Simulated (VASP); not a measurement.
A run of VASP 6.6.1:

File INCAR:

```
SYSTEM = YF5
ALGO     = Normal         ! electronic algorithm
EDIFF    = 1E-6           ! SCF threshold, eV
ENCUT    = 520            ! plane-wave cutoff, eV
GGA      = PE             ! functional
ISIF     = 2              ! what is computed and relaxed
ISMEAR   = 0              ! smearing method
LASPH    = .TRUE.         ! aspherical terms in the spheres
LCHARG   = .TRUE.         ! write CHGCAR
LELF     = .TRUE.         ! ELF
LREAL    = .FALSE.        ! projectors in reciprocal space
LVHAR    = .TRUE.       
LWAVE    = .FALSE.        ! write WAVECAR
NBANDS   = 32             ! bands
NELM     = 60             ! most SCF steps
PREC     = Accurate       ! precision mode
SIGMA    = 0.1            ! smearing width, eV
```

File KPOINTS:

```
k-points
0
G
  8 8 10
  0 0 0
```

Contents of POSCAR:

```
YF5
1.0
    4.8646241451      0.0000000000      0.0000000000
    0.0000000000      4.8646241451      0.0000000000
    0.0000000000      0.0000000000      4.3121131754
Y F
1 5
Direct
    0.5000000000      0.5000000000      0.0000000000
    0.3111740897      0.0000000000      0.0000000000
    0.6888259103      0.0000000000      0.0000000000
    0.0000000000      0.3111740897      0.0000000000
    0.0000000000      0.6888259103      0.0000000000
    0.5000000000      0.5000000000      0.5000000000
```

Potentials or basis: VASP PAW PBE potentials, release 64 (Y_sv, F).

Launch:

```console
$ cat potpaw_PBE.64/Y_sv/POTCAR potpaw_PBE.64/F/POTCAR > POTCAR
$ mpirun -np 1 vasp_std > vasp.out
```

Hardware: 1 thread of AMD EPYC 9R45 96-Core Processor (Zen 5) (shared host).

**Question.** How long does it take, and how much memory?

**Answer.** Run time: 110 s on 1 thread of AMD EPYC 9R45 96-Core Processor (Zen 5) (shared host), peak memory 0.34 GiB. Counts: scf iterations 14, k points 90.
